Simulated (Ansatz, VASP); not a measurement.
Two plane-wave programs on KF

```
CELL_PARAMETERS angstrom
3.78278 0.00000 0.00000
-1.89139 3.27598 0.00000
0.00000 0.00000 12.85683
ATOMIC_POSITIONS crystal
K 0.33333 0.66667 0.25000
K 0.66667 0.33333 0.75000
K 0.00000 0.00000 0.00000
K 0.00000 0.00000 0.50000
F 0.33333 0.66667 0.62327
F 0.66667 0.33333 0.12327
F 0.33333 0.66667 0.87673
F 0.66667 0.33333 0.37673
```

Alike in both runs: task single point; functional PBE; k mesh 6 × 6 × 1; occupations gaussian, width 0.1 eV; no spin polarisation.

|  | VASP | Ansatz |
| --- | --- | --- |
| version | VASP 6.6.1 | Ansatz 0.2.0 |
| potentials or method | VASP PAW PBE potentials, release 64 (K_sv, F), cutoff 520 eV | scalar-relativistic, plane waves, PAW |
| valence electrons in the cell | 64 | 64 |

Ansatz gave:

```
gap on the k mesh at the Fermi level (eV) : 5.73
least direct gap on the mesh (eV)         : 5.73
pressure (GPa)                            : 0.0
```

Q: Which values does VASP return?

A: gap on the k mesh at the Fermi level (eV): 5.72; least direct gap on the mesh (eV): 5.72; pressure (GPa): 0.0.

The k mesh is coarse, so the values compare programs but aren't converged.
